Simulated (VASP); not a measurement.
# Ba (I4/mmm) in VASP: further runs

The runs below take Ba through single point, with PBEsol.

Everything below comes from runs of VASP 6.6.1. Logs are shortened: lines on timing, memory, paths and dates and some standing lists are left out, and cuts for length are marked.

### Step 1. The cell of the first run

It takes space group I4/mmm (No. 139, tetragonal). The conventional cell has a = 4.600 Å, b = 4.600 Å, c = 5.000 Å, α = 90.00°, β = 90.00°, γ = 90.00°. Ba (site symmetry 4/mmm) has 14 Ba at 4.10 to 5.00 Å within 5.4 Å.

### Step 2. Single point, PBEsol (strain -0.080 along x and y, +0.000 along z)

File INCAR:

```
ALGO = Fast
EDIFF = 1E-6
ENCUT = 520
GGA = PS
ISIF = 2
ISMEAR = 0
LASPH = True
LCHARG = True
LELF = True
LREAL = False
LVHAR = True
LWAVE = False
NBANDS = 11
NELM = 100
PREC = Accurate
SIGMA = 0.15
```

File KPOINTS:

```
k-points
0
Gamma
  14 14 14
```

File POSCAR:

```
Ba
1.0
   -2.3000000000      2.3000000000      2.5000000000
    2.3000000000     -2.3000000000      2.5000000000
    2.3000000000      2.3000000000     -2.5000000000
Ba
1
Direct
    0.0000000000      0.0000000000      0.0000000000
```

Potentials or basis: VASP PAW PBE potentials, release 64 (Ba_sv).

Started as:

```console
$ cat potpaw_PBE.64/Ba_sv/POTCAR > POTCAR
$ mpirun -np 1 vasp_std > vasp.out
```

OUTCAR:

```text
EDIFF = 1E-6
   ENCUT = 520
   GGA = PS
   ISIF = 2
   ISMEAR = 0
   LASPH = True
   LREAL = False
   NELM = 100
   PREC = Accurate

 ion  position               nearest neighbor table
   1  0.000  0.000  0.000-

  LATTYP: Found a body centered tetragonal cell.
 ALAT       =     4.6000000000
 C/A-ratio  =     1.0869565217

  Lattice vectors:

 A1 = (  -2.3000000000,   2.3000000000,   2.5000000000)
 A2 = (   2.3000000000,  -2.3000000000,   2.5000000000)
 A3 = (   2.3000000000,   2.3000000000,  -2.5000000000)

Analysis of symmetry for initial positions (statically):
=====================================================================
 Subroutine PRICEL returns:
 Original cell was already a primitive cell.

 Routine SETGRP: Setting up the symmetry group for a
 body centered tetragonal supercell.

 Subroutine GETGRP returns: Found 16 space group operations
 (whereof 16 operations were pure point group operations)
 out of a pool of 16 trial point group operations.

The static configuration has the point symmetry D_4h.

Analysis of symmetry for dynamics (positions and initial velocities):
=====================================================================
 Subroutine PRICEL returns:
 Original cell was already a primitive cell.

 Routine SETGRP: Setting up the symmetry group for a
 body centered tetragonal supercell.

 Subroutine GETGRP returns: Found 16 space group operations
 (whereof 16 operations were pure point group operations)
 out of a pool of 16 trial point group operations.

The dynamic configuration has the point symmetry D_4h.

 Subroutine INISYM returns: Found 16 space group operations
 (whereof 16 operations are pure point group operations),
 and found     1 'primitive' translations

----------------------------------------------------------------------------------------

                                     Primitive cell

  volume of cell :      52.9000

  direct lattice vectors                    reciprocal lattice vectors
    -2.300000000  2.300000000  2.500000000     0.000000000  0.217391304  0.200000000
     2.300000000 -2.300000000  2.500000000     0.217391304  0.000000000  0.200000000
     2.300000000  2.300000000 -2.500000000     0.217391304  0.217391304  0.000000000

  length of vectors
     4.102438299  4.102438299  4.102438299     0.295396309  0.295396309  0.307437731

  position of ions in fractional coordinates (direct lattice)
     0.000000000  0.000000000  0.000000000

  ion indices of the primitive-cell ions
   primitive index   ion index
                 1           1

----------------------------------------------------------------------------------------

 KPOINTS: k-points

Automatic generation of k-mesh.
 Grid dimensions read from file:
 generate k-points for:   14   14   14

 Generating k-lattice:

  Cartesian coordinates                     Fractional coordinates (reciprocal lattice)
     0.000000000  0.015527950  0.014285714     0.071428571 -0.000000000  0.000000000
     0.015527950  0.000000000  0.014285714    -0.000000000  0.071428571  0.000000000
     0.015527950  0.015527950  0.000000000     0.000000000  0.000000000  0.071428571

  Length of vectors
     0.021099736  0.021099736  0.021959838

  Shift w.r.t. Gamma in fractional coordinates (k-lattice)
     0.000000000  0.000000000  0.000000000

 Subroutine IBZKPT returns following result:
 ===========================================

 Found    244 irreducible k-points:

 Following reciprocal coordinates:
            Coordinates               Weight
  0.000000  0.000000  0.000000      1.000000
  0.071429 -0.000000  0.000000      8.000000
  0.142857 -0.000000  0.000000      8.000000
  0.214286 -0.000000  0.000000      8.000000
  0.285714 -0.000000  0.000000      8.000000
  0.357143 -0.000000  0.000000      8.000000
[... 16 lines left out ...]
  0.214286  0.142857  0.000000     16.000000
  0.285714  0.142857  0.000000     16.000000
 [... further k-points ...]
   k-points           NKPTS =    244   k-points in BZ     NKDIM =    244   number of bands    NBANDS=     11
   number of dos      NEDOS =    301   number of ions     NIONS =      1
   total plane-waves  NPLWV =  32768
   dimension x,y,z NGX =    32 NGY =   32 NGZ =   32
   dimension x,y,z NGXF=    64 NGYF=   64 NGZF=   64
   ions per type =               1
   NGX,Y,Z   is equivalent  to a cutoff of  12.97, 12.97, 12.97 a.u.
   NGXF,Y,Z  is equivalent  to a cutoff of  25.94, 25.94, 25.94 a.u.
 SYSTEM =  unknown system
   PREC   = accura    normal or accurate (medium, high low for compatibility)
   ISTART =      0    job   : 0-new  1-cont  2-samecut
   ICHARG =      2    charge: 1-file 2-atom 10-const
   ISPIN  =      1    spin polarized calculation?
   LNONCOLLINEAR =      F non collinear calculations
   LSORBIT =      F    spin-orbit coupling
   LASPH  =      T    aspherical Exc in radial PAW
   ENCUT  =  520.0 eV  38.22 Ry    6.18 a.u.   7.63  7.63  7.63*2*pi/ulx,y,z
   NELM   =    100;   NELMIN=  2; NELMDL= -5     # of ELM steps
   EDIFF  = 0.1E-05   stopping-criterion for ELM
   LREAL  =      F    real-space projection
   EDIFFG = 0.1E-04   stopping-criterion for IOM
   NSW    =      0    number of steps for IOM
   IBRION =     -1    ionic relax: 0-MD 1-quasi-New 2-CG
   NFREE  =      0    steps in history (QN), initial steepest desc. (CG)
   ISIF   =      2    stress and relaxation
   ISYM   =      2    0-nonsym 1-usesym 2-fastsym
   POTIM  = 0.5000    time-step for ionic-motion
   TEBEG  =    0.0;   TEEND  =   0.0 temperature during run
   PSTRESS=    0.0 pullay stress
   NELECT =      10.0000    total number of electrons
   NUPDOWN=      -1.0000    fix difference up-down
   EMIN   =  10.00;   EMAX   =-10.00  energy-range for DOS
   EFERMI =   0.00;   METHOD = LEGACY
   ISMEAR =     0;   SIGMA  =   0.15  broadening in eV -4-tet -1-fermi 0-gaus
   EFERMI_NEDOS =   21; number of points for ismear=-14 and -15
   IALGO  =     68    algorithm
   IMIX   =      4    mixing-type and parameters
     AMIX     =   0.40;   BMIX     =  1.00
     AMIX_MAG =   1.60;   BMIX_MAG =  1.00
  volume/ion in A,a.u.               =      52.90       356.99
  Fermi-wavevector in a.u.,A,eV,Ry     =   0.939557  1.775504 12.010768  0.882767
  Thomas-Fermi vector in A             =   2.066880
   LORBIT       =      0    0 simple, 1 ext, 2 COOP (PROOUT), +10 PAW based schemes
   GGA     = PS    functional components
   LHFCALC =     F    Hartree Fock is set to
   AEXX    =    0.0000 exact exchange contribution
   IVDW    =     0    specifies the selected vdW correction
   LEPSILON=     F    determine dielectric tensor
   LRPA    =     F    only Hartree local field effects (RPA)
 non-spin polarized calculation
 RMM-DIIS sequential band-by-band and
 Gauss-broadening in eV      SIGMA  =   0.15
  energy-cutoff  :      520.00
  volume of cell :       52.90
 maximum number of plane-waves:      1449
   NGX = 15   NGY = 15   NGZ = 15

 number of electron      10.0000000 magnetization

 Free energy of the ion-electron system (eV)
  ---------------------------------------------------
  ext. energy  EPLUGINS =         0.00000000
  ---------------------------------------------------
  free energy    TOTEN  =        -2.13267414 eV

  energy without entropy =       -2.11928233  energy(sigma->0) =       -2.12597824

 E-fermi :   2.1482     XC(G=0):  -8.0980

 val. band max:        2.1387761013   @ k =  -0.2857  -0.3571   0.2857
 cond. band min:       2.1482446879   @ k =  -0.3571   0.3571   0.2857
 fundamental gap:      0.0094685866
 Fermi energy:         2.1481760344

 k-point     1 :       0.0000    0.0000    0.0000
  band No.  band energies     occupation
      1     -26.4422      2.00000
      2     -11.2359      2.00000
      3     -11.2346      2.00000
      4     -11.2346      2.00000
      5      -0.6756      2.00000
      6       3.9930      0.00000
      7       3.9930      0.00000
      8       4.5688      0.00000
      9       5.3927      0.00000
     10       6.2349      0.00000
     11       9.1654      0.00000

 k-point     2 :       0.0714   -0.0000    0.0000
  band No.  band energies     occupation
      1     -26.4378      2.00000
      2     -11.2798      2.00000
      3     -11.2463      2.00000
      4     -11.2355      2.00000
      5      -0.5586      2.00000
      6       3.9550      0.00000
      7       4.0060      0.00000
      8       4.5787      0.00000
      9       5.2849      0.00000
     10       6.1518      0.00000
     11       9.4334      0.00000

 k-point     3 :       0.1429   -0.0000    0.0000
  band No.  band energies     occupation
      1     -26.4253      2.00000
      2     -11.4016      2.00000
      3     -11.2788      2.00000
      4     -11.2359      2.00000
      5      -0.2311      2.00000
      6       3.7848      0.00000
      7       3.9037      0.00000
      8       4.7896      0.00000
      9       5.1546      0.00000
     10       6.0190      0.00000
     11       9.9116      0.00000

 k-point     4 :       0.2143   -0.0000    0.0000
  band No.  band energies     occupation
      1     -26.4073      2.00000
      2     -11.5703      2.00000
      3     -11.3251      2.00000
      4     -11.2366      2.00000
      5       0.2337      2.00000
      6       3.4984      0.00000
      7       3.6598      0.00000
      8       5.2139      0.00000
      9       5.3004      0.00000
     10       5.9555      0.00000
     11      10.0445      0.00000

 k-point     5 :       0.2857   -0.0000    0.0000
  band No.  band energies     occupation
      1     -26.3872      2.00000
      2     -11.7487      2.00000
      3     -11.3755      2.00000
      4     -11.2373      2.00000
      5       0.7020      2.00000
      6       3.3117      0.00000
      7       3.3984      0.00000
      8       5.3704      0.00000
      9       6.0301      0.00000
     10       6.0320      0.00000
     11       9.5942      0.00000
[... 211 lines left out ...]
 k-point    21 :      -0.0714    0.0714    0.0000
  band No.  band energies     occupation
      1     -26.4374      2.00000
      2     -11.2786      2.00000
      3     -11.2505      2.00000
      4     -11.2372      2.00000
      5      -0.5484      2.00000
      6       3.8719      0.00000
      7       4.1173      0.00000
      8       4.4852      0.00000
      9       5.4096      0.00000
     10       6.0469      0.00000
     11       9.4222      0.00000

 k-point    22 :       0.1429    0.1429    0.0000
  band No.  band energies     occupation
      1     -26.3986      2.00000
      2     -11.6258      2.00000
      3     -11.3483      2.00000
      4     -11.2596      2.00000
      5       0.4866      2.00000
      6       3.2627      0.00000
      7       3.6118      0.00000
      8       5.0581      0.00000
      9       5.6980      0.00000
     10       6.1914      0.00000
     11      10.2537      0.00000

 k-point    23 :       0.2143    0.1429    0.0000
  band No.  band energies     occupation
      1     -26.3804      2.00000
      2     -11.7601      2.00000
      3     -11.4116      2.00000
      4     -11.2694      2.00000
      5       0.9739      2.00000
      6       3.0230      0.00000
      7       3.4036      0.00000
      8       5.2593      0.00000
      9       5.9991      0.00000
     10       6.6229      0.00000
     11       9.7168      0.00000

 k-point    24 :       0.2857    0.1429    0.0000
  band No.  band energies     occupation
      1     -26.3637      2.00000
      2     -11.8774      2.00000
      3     -11.4722      2.00000
      4     -11.2771      2.00000
      5       1.3366      2.00000
      6       2.9968      0.00000
      7       3.2584      0.00000
      8       5.4658      0.00000
      9       6.0421      0.00000
     10       7.4384      0.00000
     11       9.3979      0.00000

 [... further k-points ...]
[... 5 lines left out ...]
  --------------------------------------------------------------------------------------
  -------------------------------------------------------------------------------------
  Total        0.4235865      0.4235865      0.2828178      0.0000000      0.0000000      0.0000000
  in kB       12.8291241     12.8291241      8.5656747      0.0000000      0.0000000      0.0000000
  external PRESSURE =      11.4079743 kB  Pullay stress =       0.0000000 kB

 VOLUME and BASIS-vectors are now :
 -----------------------------------------------------------------------------
  energy-cutoff  :      520.00
  volume of cell :       52.90
      direct lattice vectors                 reciprocal lattice vectors
    -2.300000000  2.300000000  2.500000000     0.000000000  0.217391304  0.200000000
     2.300000000 -2.300000000  2.500000000     0.217391304  0.000000000  0.200000000
     2.300000000  2.300000000 -2.500000000     0.217391304  0.217391304  0.000000000

 POSITION                                       TOTAL-FORCE (eV/Angst)
 -----------------------------------------------------------------------------------
      0.00000      0.00000      0.00000        -0.000000      0.000000      0.000000
 -----------------------------------------------------------------------------------
    total drift:                               -0.000000      0.000000      0.000000

  FREE ENERGIE OF THE ION-ELECTRON SYSTEM (eV)
  ---------------------------------------------------
  free  energy   TOTEN  =        -2.1326741400 eV

  energy  without entropy=       -2.1192823314  energy(sigma->0) =       -2.12597824
```

Run time: 2.2 min. Hardware: 1 thread of Intel Xeon 8259CL, shared host; peak memory 0.28 GiB.

What came out:

| Property | Result |
| --- | --- |
| Free energy | -2.1327 eV |
| Pressure | 1.1 GPa |
| Band gap on the k mesh | zero (bands 5 and 6 overlap by 1.22 eV) |

Levels at points of the mesh, in eV from the Fermi level:
```
           k point  band 1  band 2  band 3  band 4  band 5  band 6  band 7  band 8  band 9  band 10
(0.00, 0.00, 0.00)  -28.59  -13.38  -13.38  -13.38   -2.82    1.84    1.84    2.42    3.24     4.09
(0.50, 0.00, 0.00)  -28.50  -14.19  -13.61  -13.39   -1.03    0.85    1.80    3.26    4.50     6.13
(0.50, 0.50, 0.00)  -28.49  -14.17  -13.67  -13.44   -1.03    0.26    2.11    4.29    4.73     6.18
(0.50, 0.50, 0.50)  -28.43  -14.01  -13.88  -13.88   -0.89   -0.73    4.67    5.48    5.60     5.60
```

Caveat: the cell differs from its parent crystal (strain -0.080 along x and y, +0.000 along z); the PAW data sets were made with another functional, which shifts forces and pressure a little; spin-orbit coupling is left out, which moves the levels of the heavy elements.

### Step 3. Single point, PBEsol (strain -0.080 along x and y, +0.040 along z)

File INCAR:

```
  PREC = Accurate
  ENCUT = 520
  EDIFF = 1E-7
  ISMEAR = 0
  SIGMA = 0.15
  LREAL = F
  LASPH = T
  NELM = 60
  ALGO = Fast
  ISIF = 2
  LWAVE = F
  LCHARG = F
  GGA = PS
  NBANDS = 11
```

File KPOINTS:

```
Automatic mesh
0
Gamma
  14 14 14
```

File POSCAR:

```
Ba
1.0
   -2.3000000000      2.3000000000      2.6000000000
    2.3000000000     -2.3000000000      2.6000000000
    2.3000000000      2.3000000000     -2.6000000000
Ba
1
Direct
    0.0000000000      0.0000000000      0.0000000000
```

Potentials or basis: VASP PAW PBE potentials, release 64 (Ba_sv).

Started as:

```console
$ cat potpaw_PBE.64/Ba_sv/POTCAR > POTCAR
$ mpirun -np 1 vasp_std > vasp.out
```

It took 2.6 min on 1 thread of Intel Xeon 8259CL, shared host; peak memory 0.29 GiB.

Results (log left out):

```yaml
Free_energy: -2.1406 eV
Pressure: 0.7 GPa
Band_gap_on_the_k_mesh: zero (bands 5 and 6 overlap by 1.01 eV)
```

Stress tensor (GPa, compression positive):
```
0.84 0.00 0.00
0.00 0.84 0.00
0.00 0.00 0.38
```

Levels at points of the mesh, in eV from the Fermi level:
| k point | band 1 | band 2 | band 3 | band 4 | band 5 | band 6 | band 7 | band 8 | band 9 | band 10 |
| --- | --- | --- | --- | --- | --- | --- | --- | --- | --- | --- |
| (0.00, 0.00, 0.00) | -28.65 | -13.49 | -13.48 | -13.48 | -2.83 | 1.76 | 1.76 | 2.55 | 2.95 | 4.08 |
| (0.50, 0.00, 0.00) | -28.58 | -14.20 | -13.67 | -13.49 | -1.02 | 0.96 | 1.60 | 2.90 | 4.45 | 5.80 |
| (0.50, 0.50, 0.00) | -28.57 | -14.18 | -13.75 | -13.55 | -1.00 | 0.14 | 2.03 | 4.38 | 4.70 | 6.05 |
| (0.50, 0.50, 0.50) | -28.52 | -14.07 | -13.90 | -13.90 | -0.86 | -0.62 | 4.15 | 5.24 | 5.50 | 5.51 |

Caveat: the cell differs from its parent crystal (strain -0.080 along x and y, +0.040 along z); the PAW data sets were made with another functional, which shifts forces and pressure a little; spin-orbit coupling is left out, which moves the levels of the heavy elements.
